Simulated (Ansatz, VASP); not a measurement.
**One calculation of HgTe, two programs**

```
Hg Te
1.0
    -3.04560    3.04560    1.55941
     3.04560   -3.04560    1.55941
     3.04560    3.04560   -1.55941
Hg Te
1 1
Cartesian
  0.0000 3.0456 0.7797
  0.0000 0.0000 0.0000
```

Alike in both runs: functional r2SCAN; k mesh 10 × 10 × 10; occupations fermi-dirac, width 0.05 eV; no spin polarisation.

```csv
,VASP,Ansatz
version,VASP 6.6.1,Ansatz 0.2.0
potentials or method,"VASP PAW PBE potentials, release 64 (Hg, Te)",Ansatz PAW
plane-wave cutoff (eV),520,500
valence electrons in the cell,18,36
task,single point,band structure
```

|  | VASP | Ansatz | Ansatz less VASP |
| --- | --- | --- | --- |
| gap on the k mesh at the Fermi level (eV) | none | none | - |
| pressure (GPa) | -1.0 | -1.1 | -0.11 |
| traceless stress, the component that is largest in VASP (GPa) | 3.14 | 3.14 | -0.003 |

VASP's potentials were made for PBE, not for r2SCAN. A gap of «none» marks a metal or a gap that the smearing closes. VASP's potentials hold 18 valence electrons a cell and Ansatz's 36, so a difference there can come from the potentials and not from the codes.

Spin-orbit coupling is off throughout.
